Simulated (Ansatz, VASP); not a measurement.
# C: VASP beside Ansatz

The input INCAR:

```
PREC = Accurate
ENCUT = 520
EDIFF = 1E-8
ISMEAR = -1
SIGMA = 0.03
LREAL = F
LASPH = T
NELM = 120
ALGO = Normal
ISIF = 2
LWAVE = F
LCHARG = F
GGA = PE
LEFG = T
NBANDS = 11
GGA_COMPAT = F
```

File KPOINTS:

```
regular mesh
0
Gamma
  17 17 9
```

Contents of POSCAR:

```
C
1.0
    2.1719796404      0.0000000000      0.0000000000
   -1.0859898202      1.8809895451      0.0000000000
    0.0000000000      0.0000000000      3.6109407222
C
2
Direct
    0.3333333333      0.6666666667      0.2500000000
    0.6666666667      0.3333333333      0.7500000000
```

Input for Ansatz:

```yaml
crystal:
  lattice:
    - [2.1719796404, 0.0, 0.0]
    - [-1.0859898202, 1.8809895451, 0.0]
    - [0.0, 0.0, 3.6109407222]
  atoms:
    - { symbol: C, position: [0.3333333333, 0.6666666667, 0.25] }
    - { symbol: C, position: [0.6666666667, 0.3333333333, 0.75] }
kpoints:
  mp_grid: { grid: [17, 17, 9] }
scf:
  occupations: { method: fermi_dirac, width: 0.03 }
hamiltonian:
  xc: pbe
  pseudopotentials: { kind: all_electron, datasets: crystal }
output:
  forces: true
  stress: true
  eigenvalues: true
  efg: { contact_densities: true }
```

Change from the starting cell: volume scaled by 1.06, crystal datasets.

Alike in both runs: task electric field gradients; functional PBE; k mesh 17 × 17 × 9; occupations fermi-dirac, width 0.03 eV; no spin polarisation.

```csv
,VASP,Ansatz
version,VASP 6.6.1,Ansatz 0.2.0
potentials or method,"VASP PAW PBE potentials, release 64 (C), cutoff 520 eV","all-electron PAW with datasets made for the crystal, scalar-relativistic"
```

|  | VASP | Ansatz | Ansatz less VASP |
| --- | --- | --- | --- |
| pressure (GPa) | -7.9 | -8.0 | -0.05 |
| traceless stress, the component that is largest in VASP (GPa) | -0.78 | -0.77 | +0.005 |
| size of Vzz on the site where it differs most (V/Å²) | 1.0 | 0.9 | -0.15 |

Ansatz ran all-electron here, and VASP with PAW potentials.
